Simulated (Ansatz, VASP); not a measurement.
# Two plane-wave programs on Ge

```xyz
1
Lattice="1.4749 -2.7453 0.0000 1.4749 2.7453 0.0000 0.0000 0.0000 2.4212" Properties=species:S:1:pos:R:3 pbc="T T T"
Ge    1.4749    0.0000    0.0000
```

Alike in both runs: task single point; functional r2SCAN; k mesh 22 × 22 × 20; occupations gaussian, width 0.15 eV; no spin polarisation.

```csv
,VASP,Ansatz
version,VASP 6.6.1,Ansatz 0.2.0
potentials or method,"VASP PAW PBE potentials, release 64 (Ge_d), cutoff 520 eV","scalar-relativistic, plane waves, PAW"
valence electrons in the cell,14,14
```

|  | VASP | Ansatz | Ansatz less VASP |
| --- | --- | --- | --- |
| gap on the k mesh at the Fermi level (eV) | none | none | - |
| pressure (GPa) | 0.6 | 0.7 | +0.08 |
| traceless stress, the component that is largest in VASP (GPa) | 18.97 | 18.91 | -0.057 |

VASP's potentials were made for PBE, not for r2SCAN. A gap of «none» marks a metal or a gap that the smearing closes.
